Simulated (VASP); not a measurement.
# AlFe (Pm-3m) in VASP: a series of runs

The runs below take AlFe through single point, with AM05.

Everything below comes from runs of VASP 6.6.1. Logs are shortened: lines on timing, memory, paths and dates and some standing lists are left out, and cuts for length are marked.

## Step 1: The cell of the first run

The structure is cubic, space group Pm-3m (No. 221). Conventional cell: a = 2.910 Å, b = 2.910 Å, c = 2.910 Å, α = 90.00°, β = 90.00°, γ = 90.00°. Fe (site symmetry m-3m) has 8 Al at 2.52 Å and 6 Fe at 2.91 Å within 3.3 Å. Al (site symmetry m-3m) has 8 Fe at 2.52 Å and 6 Al at 2.91 Å within 3.3 Å.

## Step 2: Single point, AM05, collinear spin, ferromagnetic start

POSCAR reads:

```
AlFe
1.0
    2.9100000000      0.0000000000      0.0000000000
    0.0000000000      2.9100000000      0.0000000000
    0.0000000000      0.0000000000      2.9100000000
Fe Al
1 1
Direct
    0.5000000000      0.5000000000      0.5000000000
    0.0000000000      0.0000000000      0.0000000000
```

INCAR.step1 reads:

```
ALGO     = Normal         # electronic algorithm
EDIFF    = 1E-6           # SCF threshold, eV
ENCUT    = 310            # plane-wave cutoff, eV
GGA      = AM             # functional
GGA_COMPAT= F            
ISMEAR   = 1              # smearing method
ISPIN    = 2              # spin polarisation
LASPH    = T              # aspherical terms in the spheres
LCHARG   = T              # write CHGCAR
LMAXMIX  = 4              # l up to which the mixer works
LORBIT   = 11             # projections on sites
LREAL    = F              # projectors in reciprocal space
LWAVE    = F              # write WAVECAR
MAGMOM   = 3 0            # initial moments
NBANDS   = 28             # bands
NELM     = 200            # most SCF steps
PREC     = Accurate       # precision mode
SIGMA    = 0.1            # smearing width, eV
```

KPOINTS.step1 reads:

```
k-points
0
Gamma
  10 10 10
```

INCAR.step2 reads:

```
ALGO     = Normal         # electronic algorithm
EDIFF    = 1E-6           # SCF threshold, eV
EMAX     = 15.5818      
EMIN     = -9.4182      
ENCUT    = 310            # plane-wave cutoff, eV
GGA      = AM             # functional
GGA_COMPAT= F            
ICHARG   = 11             # starting density
ISMEAR   = -5             # smearing method
ISPIN    = 2              # spin polarisation
LASPH    = T              # aspherical terms in the spheres
LCHARG   = F              # write CHGCAR
LMAXMIX  = 4              # l up to which the mixer works
LORBIT   = 11             # projections on sites
LREAL    = F              # projectors in reciprocal space
LWAVE    = F              # write WAVECAR
MAGMOM   = 3 0            # initial moments
NBANDS   = 28             # bands
NEDOS    = 2001           # points of the DOS
NELM     = 200            # most SCF steps
PREC     = Accurate       # precision mode
```

KPOINTS.step2 reads:

```
Automatic mesh
0
Gamma
  12 12 12
  0 0 0
```

Potentials or basis: VASP PAW PBE potentials, release 64 (Fe, Al).

Started as:

```sh
$ cat potpaw_PBE.64/Fe/POTCAR potpaw_PBE.64/Al/POTCAR > POTCAR
$ cp INCAR.step1 INCAR
$ cp KPOINTS.step1 KPOINTS
$ mpirun -np 1 vasp_std > vasp.out
$ cp INCAR.step2 INCAR
$ cp KPOINTS.step2 KPOINTS
$ mpirun -np 1 vasp_std > vasp.out
```

OUTCAR:

```text
EDIFF = 1E-6
   EMIN = -9.4182
   ENCUT = 310
   GGA = AM
   ICHARG = 11
   ISMEAR = -5
   ISPIN = 2
   LASPH = T
   LORBIT = 11
   LREAL = F
   NELM = 200
   PREC = Accurate

 Found     84 irreducible k-points:

 Following reciprocal coordinates:
            Coordinates               Weight
  0.000000  0.000000  0.000000      1.000000
  0.083333  0.000000  0.000000      6.000000
  0.166667  0.000000  0.000000      6.000000
  0.250000  0.000000  0.000000      6.000000
  0.333333  0.000000  0.000000      6.000000
  0.416667  0.000000  0.000000      6.000000
   k-points           NKPTS =     84   k-points in BZ     NKDIM =     84   number of bands    NBANDS=     28
   number of dos      NEDOS =   2001   number of ions     NIONS =      2
   total plane-waves  NPLWV =   5832
   dimension x,y,z NGX =    18 NGY =   18 NGZ =   18
   dimension x,y,z NGXF=    36 NGYF=   36 NGZF=   36
   ions per type =               1   1
   NGX,Y,Z   is equivalent  to a cutoff of  10.28, 10.28, 10.28 a.u.
   NGXF,Y,Z  is equivalent  to a cutoff of  20.57, 20.57, 20.57 a.u.
 SYSTEM =  unknown system
   PREC   = accura    normal or accurate (medium, high low for compatibility)
   ISTART =      0    job   : 0-new  1-cont  2-samecut
   ICHARG =     11    charge: 1-file 2-atom 10-const
   ISPIN  =      2    spin polarized calculation?
   LNONCOLLINEAR =      F non collinear calculations
   LSORBIT =      F    spin-orbit coupling
   LASPH  =      T    aspherical Exc in radial PAW
   ENCUT  =  310.0 eV  22.78 Ry    4.77 a.u.   4.18  4.18  4.18*2*pi/ulx,y,z
   NELM   =    200;   NELMIN=  2; NELMDL=  0     # of ELM steps
   EDIFF  = 0.1E-05   stopping-criterion for ELM
   LREAL  =      F    real-space projection
   EDIFFG = 0.1E-04   stopping-criterion for IOM
   NSW    =      0    number of steps for IOM
   IBRION =     -1    ionic relax: 0-MD 1-quasi-New 2-CG
   NFREE  =      0    steps in history (QN), initial steepest desc. (CG)
   ISIF   =      2    stress and relaxation
   ISYM   =      2    0-nonsym 1-usesym 2-fastsym
   POTIM  = 0.5000    time-step for ionic-motion
   TEBEG  =    0.0;   TEEND  =   0.0 temperature during run

   SCALEE = 1.0000    scale energy and forces
   PSTRESS=    0.0 pullay stress
   NELECT =      11.0000    total number of electrons
   NUPDOWN=      -1.0000    fix difference up-down
   EMIN   =  -9.42;   EMAX   = 15.58  energy-range for DOS
   EFERMI =   0.00;   METHOD = LEGACY
   ISMEAR =    -5;   SIGMA  =   0.20  broadening in eV -4-tet -1-fermi 0-gaus
   EFERMI_NEDOS =   21; number of points for ismear=-14 and -15
   IALGO  =     38    algorithm
   IMIX   =      4    mixing-type and parameters
     AMIX     =   0.40;   BMIX     =  1.00
     AMIX_MAG =   1.60;   BMIX_MAG =  1.00
  volume/ion in A,a.u.               =      12.32        83.15
  Fermi-wavevector in a.u.,A,eV,Ry     =   1.251160  2.364349 21.298567  1.565401
  Thomas-Fermi vector in A             =   2.385120
   LORBIT       =     11    0 simple, 1 ext, 2 COOP (PROOUT), +10 PAW based schemes
   GGA     = AM    functional components
   LHFCALC =     F    Hartree Fock is set to
   AEXX    =    0.0000 exact exchange contribution
   IVDW    =     0    specifies the selected vdW correction
   LEPSILON=     F    determine dielectric tensor
   LRPA    =     F    only Hartree local field effects (RPA)

   CSHIFT  =0.1000    complex shift for real part using Kramers Kronig

   OMEGAMAX=  -1.0    maximum frequency
 spin polarized calculation
 Fermi weights with tetrahedron method with Bloechl corrections
  energy-cutoff  :      310.00
  volume of cell :       24.64
 maximum number of plane-waves:       320
 NGX is ok and might be reduce to    18

 number of electron      10.9999986 magnetization       0.7714553

 Free energy of the ion-electron system (eV)
  ---------------------------------------------------
  ext. energy  EPLUGINS =         0.00000000
  ---------------------------------------------------
  free energy    TOTEN  =       -13.36355017 eV

  energy without entropy =      -13.36355017  energy(sigma->0) =      -13.36355017

 E-fermi :   7.5742     XC(G=0): -12.0731

 val. band max:        7.5923187232   @ k =   0.1667   0.1667   0.0833
 cond. band min:       7.5715306645   @ k =   0.4167   0.2500   0.0833
 fundamental gap:     -0.0207880587
 Fermi energy:         7.5741999459

 spin component 1

 k-point     1 :       0.0000    0.0000    0.0000
  band No.  band energies     occupation
      1      -2.6717      1.00000
      2       5.0503      1.00000
      3       5.0503      1.00000
      4       7.1671      1.00000
      5       7.1671      1.00000
      6       7.1671      1.00000
[... 9 lines left out ...]
     16      30.7285      0.00000
     17      30.7285      0.00000

 k-point     2 :       0.0833    0.0000    0.0000
  band No.  band energies     occupation
      1      -2.5448      1.00000
      2       5.0393      1.00000
      3       5.0862      1.00000
      4       7.0940      1.00000
      5       7.0940      1.00000
      6       7.1747      1.00000
[... 9 lines left out ...]
     16      29.2753      0.00000
     17      31.4109      0.00000

 k-point     3 :       0.1667    0.0000    0.0000
  band No.  band energies     occupation
      1      -2.1675      1.00000
      2       4.9550      1.00000
      3       5.1861      1.00000
      4       6.9061      1.00000
      5       6.9061      1.00000
      6       7.1953      1.00000
[... 9 lines left out ...]
     16      28.8666      0.00000
     17      29.5860      0.00000

 k-point     4 :       0.2500    0.0000    0.0000
  band No.  band energies     occupation
      1      -1.5497      1.00000
      2       4.6336      1.00000
      3       5.3279      1.00000
      4       6.6728      1.00000
      5       6.6728      1.00000
      6       7.2237      1.00000
[... 9 lines left out ...]
     16      27.8493      0.00000
     17      28.8401      0.00000

 k-point     5 :       0.3333    0.0000    0.0000
  band No.  band energies     occupation
      1      -0.7089      1.00000
      2       3.8841      1.00000
      3       5.4761      1.00000
      4       6.4606      1.00000
      5       6.4607      1.00000
      6       7.2523      1.00000
[... 9 lines left out ...]
     16      28.8068      0.00000
     17      29.0783      0.00000

 k-point     6 :       0.4167    0.0000    0.0000
  band No.  band energies     occupation
      1       0.3261      1.00000
      2       2.7654      1.00000
      3       5.5894      1.00000
      4       6.3161      1.00000
      5       6.3161      1.00000
      6       7.2734      1.00000
[... 9 lines left out ...]
     16      28.7860      0.00000
     17      31.6356      0.00000

 [... further k-points ...]

 spin component 2

 k-point     1 :       0.0000    0.0000    0.0000
  band No.  band energies     occupation
      1      -2.6424      1.00000
      2       5.5564      1.00000
      3       5.5564      1.00000
      4       8.0096      0.00000
      5       8.0096      0.00000
      6       8.0096      0.00000
[... 9 lines left out ...]
     16      30.7339      0.00000
     17      30.7339      0.00000

 k-point     2 :       0.0833    0.0000    0.0000
  band No.  band energies     occupation
      1      -2.5156      1.00000
      2       5.5300      1.00000
      3       5.5964      1.00000
      4       7.9240      0.00000
      5       7.9240      0.00000
      6       8.0180      0.00000
[... 9 lines left out ...]
     16      29.3294      0.00000
     17      31.5162      0.00000

 k-point     3 :       0.1667    0.0000    0.0000
  band No.  band energies     occupation
      1      -2.1385      1.00000
      2       5.3886      1.00000
      3       5.7084      1.00000
      4       7.7077      0.07265
      5       7.7077      0.05021
      6       8.0412      0.00000
[... 9 lines left out ...]
     16      28.8988      0.00000
     17      29.6838      0.00000

 k-point     4 :       0.2500    0.0000    0.0000
  band No.  band energies     occupation
      1      -1.5205      1.00000
      2       4.9491      1.00000
      3       5.8684      1.00000
      4       7.4449      1.02041
      5       7.4449      0.97617
      6       8.0730      0.00000
[... 9 lines left out ...]
     16      27.9387      0.00000
     17      28.8539      0.00000

 k-point     5 :       0.3333    0.0000    0.0000
  band No.  band energies     occupation
      1      -0.6787      1.00000
      2       4.0613      1.00000
      3       6.0369      1.00000
      4       7.2100      1.00000
      5       7.2100      1.00000
      6       8.1051      0.00000
[... 9 lines left out ...]
     16      28.8014      0.00000
     17      29.1452      0.00000

 k-point     6 :       0.4167    0.0000    0.0000
  band No.  band energies     occupation
      1       0.3588      1.00000
      2       2.8605      1.00000
      3       6.1667      1.00000
      4       7.0518      1.00000
      5       7.0518      1.00000
      6       8.1287      0.00000
[... 9 lines left out ...]
     16      28.7661      0.00000
     17      31.6768      0.00000

 [... further k-points ...]

 [bands above 17 left out]

------------------------ aborting loop because EDIFF is reached ----------------------------------------

  FORCE on cell =-STRESS in cart. coord.  units (eV):
  Direction    XX          YY          ZZ          XY          YZ          ZX
  --------------------------------------------------------------------------------------
  -------------------------------------------------------------------------------------
  Total       -1.7410493     -1.7410493     -1.7410493      0.0000000     -0.0000000      0.0000000
  in kB     -113.1990253   -113.1990253   -113.1990253      0.0000000     -0.0000000      0.0000000
  external PRESSURE =    -113.1990253 kB  Pullay stress =       0.0000000 kB

 VOLUME and BASIS-vectors are now :
 -----------------------------------------------------------------------------
  energy-cutoff  :      310.00
  volume of cell :       24.64
      direct lattice vectors                 reciprocal lattice vectors
     2.910000000  0.000000000  0.000000000     0.343642612  0.000000000  0.000000000
     0.000000000  2.910000000  0.000000000     0.000000000  0.343642612  0.000000000
     0.000000000  0.000000000  2.910000000     0.000000000  0.000000000  0.343642612

 POSITION                                       TOTAL-FORCE (eV/Angst)
 -----------------------------------------------------------------------------------
      1.45500      1.45500      1.45500         0.000000      0.000000      0.000000
      0.00000      0.00000      0.00000         0.000000      0.000000      0.000000
 -----------------------------------------------------------------------------------
    total drift:                                0.000000     -0.000000      0.000000

  FREE ENERGIE OF THE ION-ELECTRON SYSTEM (eV)
  ---------------------------------------------------
  free  energy   TOTEN  =       -13.3635501697 eV

  energy  without entropy=      -13.3635501697  energy(sigma->0) =      -13.36355017

 total charge

# of ion       s       p       d       tot
------------------------------------------
    1        0.418   0.475   6.440   7.334
    2        0.394   0.424   0.000   0.818
--------------------------------------------------
tot          0.812   0.900   6.440   8.152

 magnetization (x)

# of ion       s       p       d       tot
------------------------------------------
    1       -0.003   0.005   0.813   0.815
    2       -0.008  -0.017   0.000  -0.025
--------------------------------------------------
tot         -0.011  -0.011   0.813   0.790
```

Wall time 38 s (1 thread of Intel Xeon Platinum 8488C (Sapphire Rapids), shared host); peak memory 0.15 GiB.

What came out:

```yaml
Net_moment: 0.77 μB per cell
Site_moments: Fe +0.81; Al -0.03 μB
Valence_electrons_inside_the_program's_atomic_spheres: Fe 7.33; Al 0.82
Density_of_states_at_the_Fermi_level: 1.29 states/eV/atom
```

Caveat: the cutoff is under 1.25 times the usual one of these potentials, so pressure, stress and relaxed cells hold a basis-set (Pulay) error; the PAW data sets were made with another functional, which shifts forces and pressure a little; tetrahedron occupations give inexact forces and stress in metals.

[end of part 1 of 2]
